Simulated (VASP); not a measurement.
# SiO2 (P4_12_12) in VASP: relaxation of the atoms with PBE

Aim: the relaxation of the atoms of SiO2 with PBE.

Everything below comes from runs of VASP 6.6.1. Logs are shortened: lines on timing, memory, paths and dates and some standing lists are left out, and cuts for length are marked.

**1. The cell of the first run**

It takes space group P4_12_12 (No. 92, tetragonal). Conventional cell: a = 4.973 Å, b = 4.973 Å, c = 6.926 Å, α = 90.00°, β = 90.00°, γ = 90.00°. Within 2.1 Å of Si (site symmetry 2) lie 4 O at 1.60 to 1.61 Å. Within 2.1 Å of O (site symmetry 1) lie 2 Si at 1.60 to 1.61 Å.

**2. Relaxation of the atoms, PBE**

INCAR reads:

```
PREC = Accurate ; ENCUT = 520
EDIFF = 1E-6 ; ISMEAR = -1
SIGMA = 0.02 ; LREAL = False
LASPH = True ; NELM = 80
ALGO = Normal ; ISIF = 2
LWAVE = False ; LCHARG = False
GGA = PE ; IBRION = 2
NSW = 80 ; EDIFFG = -0.02
KPAR = 2
```

KPOINTS reads:

```
Automatic mesh
0
Gamma
  6 6 5
```

POSCAR reads:

```
SiO2
1.0
    4.9727000000      0.0000000000      0.0000000000
    0.0000000000      4.9727000000      0.0000000000
    0.0000000000      0.0000000000      6.9257000000
Si O
4 8
Direct
    0.3007000000      0.3007000000      0.0000000000
    0.1993000000      0.8007000000      0.2500000000
    0.6993000000      0.6993000000      0.5000000000
    0.8007000000      0.1993000000      0.7500000000
    0.2390000000      0.1041000000      0.1787000000
    0.3959000000      0.7390000000      0.4287000000
    0.7610000000      0.8959000000      0.6787000000
    0.6041000000      0.2610000000      0.9287000000
    0.7390000000      0.3959000000      0.5713000000
    0.8959000000      0.7610000000      0.3213000000
    0.2610000000      0.6041000000      0.0713000000
    0.1041000000      0.2390000000      0.8213000000
```

Potentials or basis: VASP PAW PBE potentials, release 64 (Si, O).

Launch:

```
$ cat potpaw_PBE.64/Si/POTCAR potpaw_PBE.64/O/POTCAR > POTCAR
$ mpirun -np 2 vasp_std > vasp.out
```

OUTCAR:

```text
PREC = Accurate
   ENCUT = 520
   EDIFF = 1E-6
   ISMEAR = -1
   LREAL = False
   LASPH = True
   NELM = 80
   ISIF = 2
   GGA = PE
   IBRION = 2
   NSW = 80
   EDIFFG = -0.02

 ion  position               nearest neighbor table
   1  0.301  0.301  0.000-   8 1.60  11 1.60   5 1.61  12 1.61   2 3.07   4 3.07   2 3.07   4 3.07

   2  0.199  0.801  0.250-   5 1.60  10 1.60   6 1.61  11 1.61   1 3.07   3 3.07   1 3.07   3 3.07

   3  0.699  0.699  0.500-   6 1.60   9 1.60   7 1.61  10 1.61   2 3.07   4 3.07   4 3.07   2 3.07

   4  0.801  0.199  0.750-   7 1.60  12 1.60   9 1.61   8 1.61   1 3.07   3 3.07   3 3.07   1 3.07

   5  0.239  0.104  0.179-   2 1.60   1 1.61
   6  0.396  0.739  0.429-   3 1.60   2 1.61
   7  0.761  0.896  0.679-   4 1.60   3 1.61
   8  0.604  0.261  0.929-   1 1.60   4 1.61
   9  0.739  0.396  0.571-   3 1.60   4 1.61
  10  0.896  0.761  0.321-   2 1.60   3 1.61
  11  0.261  0.604  0.071-   1 1.60   2 1.61
  12  0.104  0.239  0.821-   4 1.60   1 1.61

  LATTYP: Found a simple tetragonal cell.
 ALAT       =     4.9727000000
 C/A-ratio  =     1.3927443843

  Lattice vectors:

 A1 = (   4.9727000000,   0.0000000000,   0.0000000000)
 A2 = (   0.0000000000,   4.9727000000,   0.0000000000)
 A3 = (   0.0000000000,   0.0000000000,   6.9257000000)

Analysis of symmetry for initial positions (statically):
=====================================================================
 Subroutine PRICEL returns:
 Original cell was already a primitive cell.

 Routine SETGRP: Setting up the symmetry group for a
 simple tetragonal supercell.

 Subroutine GETGRP returns: Found  8 space group operations
 (whereof  2 operations were pure point group operations)
 out of a pool of 16 trial point group operations.

The static configuration has the point symmetry C_2 .
 The point group associated with its full space group is D_4 .

Analysis of symmetry for dynamics (positions and initial velocities):
=====================================================================
 Subroutine PRICEL returns:
 Original cell was already a primitive cell.

 Routine SETGRP: Setting up the symmetry group for a
 simple tetragonal supercell.

 Subroutine GETGRP returns: Found  8 space group operations
 (whereof  2 operations were pure point group operations)
 out of a pool of 16 trial point group operations.

The dynamic configuration has the point symmetry C_2 .
 The point group associated with its full space group is D_4 .

 Subroutine INISYM returns: Found  8 space group operations
 (whereof  2 operations are pure point group operations),
 and found     1 'primitive' translations

----------------------------------------------------------------------------------------

                                     Primitive cell

  volume of cell :     171.2569

  direct lattice vectors                    reciprocal lattice vectors
     4.972700000  0.000000000  0.000000000     0.201097995  0.000000000  0.000000000
     0.000000000  4.972700000  0.000000000     0.000000000  0.201097995  0.000000000
     0.000000000  0.000000000  6.925700000     0.000000000  0.000000000  0.144389737

  length of vectors
     4.972700000  4.972700000  6.925700000     0.201097995  0.201097995  0.144389737

  position of ions in fractional coordinates (direct lattice)
     0.300700000  0.300700000  0.000000000
     0.199300000  0.800700000  0.250000000
     0.699300000  0.699300000  0.500000000
     0.800700000  0.199300000  0.750000000
     0.239000000  0.104100000  0.178700000
     0.395900000  0.739000000  0.428700000
     0.761000000  0.895900000  0.678700000
     0.604100000  0.261000000  0.928700000
     0.739000000  0.395900000  0.571300000
     0.895900000  0.761000000  0.321300000
     0.261000000  0.604100000  0.071300000
     0.104100000  0.239000000  0.821300000

  ion indices of the primitive-cell ions
   primitive index   ion index
                 1           1
                 2           2
                 3           3
                 4           4
                 5           5
                 6           6
                 7           7
                 8           8
                 9           9
                10          10
                11          11
                12          12

----------------------------------------------------------------------------------------

 KPOINTS: Automatic mesh

Automatic generation of k-mesh.
 Grid dimensions read from file:
 generate k-points for:    6    6    5

 Generating k-lattice:

  Cartesian coordinates                     Fractional coordinates (reciprocal lattice)
     0.033516333  0.000000000  0.000000000     0.166666667  0.000000000  0.000000000
     0.000000000  0.033516333  0.000000000     0.000000000  0.166666667  0.000000000
     0.000000000  0.000000000  0.028877947     0.000000000  0.000000000  0.200000000

  Length of vectors
     0.033516333  0.033516333  0.028877947

  Shift w.r.t. Gamma in fractional coordinates (k-lattice)
     0.000000000  0.000000000  0.000000000

 Subroutine IBZKPT returns following result:
 ===========================================

 Found     30 irreducible k-points:

 Following reciprocal coordinates:
            Coordinates               Weight
  0.000000  0.000000  0.000000      1.000000
  0.166667  0.000000  0.000000      4.000000
  0.333333  0.000000  0.000000      4.000000
  0.500000  0.000000  0.000000      2.000000
  0.166667  0.166667  0.000000      4.000000
  0.333333  0.166667  0.000000      8.000000
[... 16 lines left out ...]
  0.333333  0.000000  0.400000      8.000000
  0.500000  0.000000  0.400000      4.000000
 [... further k-points ...]
   k-points           NKPTS =     30   k-points in BZ     NKDIM =     30   number of bands    NBANDS=     39
   number of dos      NEDOS =    301   number of ions     NIONS =     12
   total plane-waves  NPLWV =  86400
   dimension x,y,z NGX =    40 NGY =   40 NGZ =   54
   dimension x,y,z NGXF=    80 NGYF=   80 NGZF=  108
   ions per type =               4   8
   NGX,Y,Z   is equivalent  to a cutoff of  13.37, 13.37, 12.96 a.u.
   NGXF,Y,Z  is equivalent  to a cutoff of  26.75, 26.75, 25.92 a.u.
 SYSTEM =  unknown system
   PREC   = accura    normal or accurate (medium, high low for compatibility)
   ISTART =      0    job   : 0-new  1-cont  2-samecut
   ICHARG =      2    charge: 1-file 2-atom 10-const
   ISPIN  =      1    spin polarized calculation?
   LNONCOLLINEAR =      F non collinear calculations
   LSORBIT =      F    spin-orbit coupling
   LASPH  =      T    aspherical Exc in radial PAW
   ENCUT  =  520.0 eV  38.22 Ry    6.18 a.u.   9.25  9.25 12.88*2*pi/ulx,y,z
   NELM   =     80;   NELMIN=  2; NELMDL= -5     # of ELM steps
   EDIFF  = 0.1E-05   stopping-criterion for ELM
   LREAL  =      F    real-space projection
   EDIFFG = -.2E-01   stopping-criterion for IOM
   NSW    =     80    number of steps for IOM
   IBRION =      2    ionic relax: 0-MD 1-quasi-New 2-CG
   NFREE  =      1    steps in history (QN), initial steepest desc. (CG)
   ISIF   =      2    stress and relaxation
   ISYM   =      2    0-nonsym 1-usesym 2-fastsym
   POTIM  = 0.5000    time-step for ionic-motion
   TEBEG  =    0.0;   TEEND  =   0.0 temperature during run
   PSTRESS=    0.0 pullay stress
   NELECT =      64.0000    total number of electrons
   NUPDOWN=      -1.0000    fix difference up-down
   EMIN   =  10.00;   EMAX   =-10.00  energy-range for DOS
   EFERMI =   0.00;   METHOD = LEGACY
   ISMEAR =    -1;   SIGMA  =   0.02  broadening in eV -4-tet -1-fermi 0-gaus
   EFERMI_NEDOS =   21; number of points for ismear=-14 and -15
   IALGO  =     38    algorithm
   IMIX   =      4    mixing-type and parameters
     AMIX     =   0.40;   BMIX     =  1.00
     AMIX_MAG =   1.60;   BMIX_MAG =  1.00
  volume/ion in A,a.u.               =      14.27        96.31
  Fermi-wavevector in a.u.,A,eV,Ry     =   1.179194  2.228354 18.918895  1.390500
  Thomas-Fermi vector in A             =   2.315510
   LORBIT       =      0    0 simple, 1 ext, 2 COOP (PROOUT), +10 PAW based schemes
   GGA     = PE    functional components
   LHFCALC =     F    Hartree Fock is set to
   AEXX    =    0.0000 exact exchange contribution
   IVDW    =     0    specifies the selected vdW correction
   LEPSILON=     F    determine dielectric tensor
   LRPA    =     F    only Hartree local field effects (RPA)
 conjugate gradient relaxation of ions
 non-spin polarized calculation
  energy-cutoff  :      520.00
  volume of cell :      171.26
 maximum number of plane-waves:      4638
 NGX is ok and might be reduce to    40
   NGX = 19   NGY = 19   NGZ = 25

--------------------------------------- Ionic step        1  -------------------------------------------

 number of electron      63.9999984 magnetization

 Free energy of the ion-electron system (eV)
  ---------------------------------------------------
  ext. energy  EPLUGINS =         0.00000000
  ---------------------------------------------------
  free energy    TOTEN  =       -94.74900709 eV

  energy without entropy =      -94.74900709  energy(sigma->0) =      -94.74900709

------------------------ aborting loop because EDIFF is reached ----------------------------------------

  FORCE on cell =-STRESS in cart. coord.  units (eV):
  Direction    XX          YY          ZZ          XY          YZ          ZX
  --------------------------------------------------------------------------------------
  -------------------------------------------------------------------------------------
  Total        8.3829287      8.3829287      7.7783929      0.0000000      0.0000000      0.0000000
  in kB       78.4256562     78.4256562     72.7699817      0.0000000      0.0000000      0.0000000
  external PRESSURE =      76.5404313 kB  Pullay stress =       0.0000000 kB
[... 119 lines left out ...]
  FREE ENERGIE OF THE ION-ELECTRON SYSTEM (eV)
  ---------------------------------------------------
  free  energy   TOTEN  =       -94.8010804475 eV

  energy  without entropy=      -94.8010804475  energy(sigma->0) =      -94.80108045

[... ionic steps 4 to 14 ...]

--------------------------------------- Ionic step       15  -------------------------------------------

 number of electron      64.0000014 magnetization

------------------------ aborting loop because EDIFF is reached ----------------------------------------
[... 87 lines left out ...]
--------------------------------------- Ionic step       17  -------------------------------------------

 number of electron      64.0000020 magnetization

 Free energy of the ion-electron system (eV)
  ---------------------------------------------------
  ext. energy  EPLUGINS =         0.00000000
  ---------------------------------------------------
  free energy    TOTEN  =       -94.88866431 eV

  energy without entropy =      -94.88866431  energy(sigma->0) =      -94.88866431

 E-fermi :   0.6142     XC(G=0):  -8.4901

 val. band max:        0.1522759553   @ k =   0.0000   0.0000   0.0000
 cond. band min:       5.7719247014   @ k =   0.0000   0.0000   0.0000
 fundamental gap:      5.6196487461
 Fermi energy:         0.6141597202

 k-point     1 :       0.0000    0.0000    0.0000
  band No.  band energies     occupation
      1     -19.2019      2.00000
      2     -18.3144      2.00000
      3     -18.3144      2.00000
      4     -17.1904      2.00000
      5     -17.1218      2.00000
      6     -17.1213      2.00000
[... 997 lines left out ...]
     38       9.5646      0.00000
     39      10.1576      0.00000

 [... further k-points ...]

------------------------ aborting loop because EDIFF is reached ----------------------------------------

  FORCE on cell =-STRESS in cart. coord.  units (eV):
  Direction    XX          YY          ZZ          XY          YZ          ZX
  --------------------------------------------------------------------------------------
  -------------------------------------------------------------------------------------
  Total        1.5042488      1.5042488      1.0639660      0.0000000      0.0000000     -0.0000000
  in kB       14.0728498     14.0728498      9.9538280      0.0000000      0.0000000     -0.0000000
  external PRESSURE =      12.6998425 kB  Pullay stress =       0.0000000 kB
[... 27 lines left out ...]
  FREE ENERGIE OF THE ION-ELECTRON SYSTEM (eV)
  ---------------------------------------------------
  free  energy   TOTEN  =       -94.8886643141 eV

  energy  without entropy=      -94.8886643141  energy(sigma->0) =      -94.88866431

 reached required accuracy - stopping structural energy minimisation
```

It took 9.1 min on 2 MPI ranks of Intel Xeon Platinum 8488C (Sapphire Rapids), shared host; peak memory 0.36 GiB.

What came out:

* Free energy: -94.8887 eV
* Energy gained by relaxing: 11.6 meV/atom
* Ionic steps: 17
* Pressure after relaxing: 1.3 GPa
* Largest force after relaxing: 0.020 eV/Å
* Band gap on the k mesh: 5.62 eV

Forces on the atoms (eV/Å):
```
Si  -0.014 -0.014  0.000
Si   0.014 -0.014  0.000
Si   0.014  0.014  0.000
Si  -0.014  0.014  0.000
O   -0.002  0.009 -0.005
O   -0.009 -0.002 -0.005
O    0.002 -0.009 -0.005
O    0.009  0.002 -0.005
O   -0.002 -0.009  0.005
O   -0.009  0.002  0.005
O    0.002  0.009  0.005
O    0.009 -0.002  0.005
```

Stress tensor (GPa, compression positive):
```
1.41 0.00 0.00
0.00 1.41 0.00
0.00 0.00 1.00
```

Step by step:
```
step  energy change (eV)  largest force (eV/Å)  pressure (GPa)
   1              0.0000                0.4781            7.65
   2             -0.0517                0.5728            5.88
   3             -0.0521                0.6469            5.71
   4             -0.0792                0.5345            4.90
   5             -0.1117                0.2558            2.73
   6             -0.1151                0.2034            2.73
   7             -0.1226                0.1732            2.73
   8             -0.1251                0.3144            2.74
   9             -0.1261                0.2657            2.74
  10             -0.1286                0.2154            2.71
  11             -0.1329                0.1013            2.62
  12             -0.1333                0.1024            2.59
  13             -0.1339                0.0971            2.52
  14             -0.1356                0.0818            2.32
  15             -0.1381                0.0509            1.92
  16             -0.1396                0.0240            1.12
  17             -0.1397                0.0196            1.27
```

Final structure:
```
Si O
1.0
     4.97270    0.00000    0.00000
     0.00000    4.97270    0.00000
     0.00000    0.00000    6.92570
Si O
4 8
Cartesian
  1.5209 1.5209 0.0000
  0.9654 4.0073 1.7314
  3.4518 3.4518 3.4628
  4.0073 0.9654 5.1943
  1.1775 0.5816 1.2826
  1.9048 3.6638 3.0140
  3.7952 4.3911 4.7455
  3.0679 1.3089 6.4769
  3.6638 1.9048 3.9117
  4.3911 3.7952 2.1802
  1.3089 3.0679 0.4488
  0.5816 1.1775 5.6431
```

A k mesh can miss the band edges.
